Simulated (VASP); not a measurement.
Set up this calculation in VASP 6.6.1, as the native input.

```yaml
Task: single point
Functional: PBE
Potentials_or_basis: VASP PAW PBE potentials, release 64 (Ge_d, Sb, Te)
Cutoff: 520 eV
k_mesh: 6 × 6 × 4
Occupations: gaussian, width 0.1 eV
Spin: no spin polarisation
Dipole_correction: no
Further_INCAR_settings: ALGO = Normal; EDIFF = 1e-06; NBANDS = 30
```

The structure of Ge2Sb2Te lies in POSCAR:

```
Ge2Sb2Te
1.0
    4.1123456300      0.0000000000      0.0000000000
   -2.0561728200      3.5613957900      0.0000000000
    0.0000000000      0.0000000000      7.3694128500
Ge Sb Te
2 2 1
Direct
    0.6666666700      0.3333333300      0.8006809900
    0.3333333300      0.6666666700      0.1993190100
    0.6666666700      0.3333333300      0.3537370000
    0.3333333300      0.6666666700      0.6462630000
    0.0000000000      0.0000000000      0.0000000000
```

One way to write it, as run:

INCAR

```
ALGO = Normal ; EDIFF = 1E-6
ENCUT = 520 ; GGA = PE
ISIF = 2 ; ISMEAR = 0
LASPH = T ; LCHARG = F
LREAL = F ; LWAVE = F
NBANDS = 30 ; NELM = 60
PREC = Accurate ; SIGMA = 0.1
```

KPOINTS

```
k-points
0
Gamma
  6 6 4
```

Potentials or basis: VASP PAW PBE potentials, release 64 (Ge_d, Sb, Te).

Command:

```console
$ cat potpaw_PBE.64/Ge_d/POTCAR potpaw_PBE.64/Sb/POTCAR potpaw_PBE.64/Te/POTCAR > POTCAR
$ mpirun -np 1 vasp_std > vasp.out
```

Results of the run:

The pressure is 21.1 GPa and the largest force is 1.296 eV/Å. The band gap on the k mesh is zero (band 22 reaches 9.85 eV, above the bottom of band 23 at 8.72 eV).

Caveat: spin-orbit coupling is left out, which moves the levels of the heavy elements; forces of over 1 eV/Å act on the atoms, so gaps and moduli don't describe the material at rest.

Wall time 61 s on 1 thread of Intel Xeon 6975P-C, with other jobs on the host, peak memory 0.27 GiB.
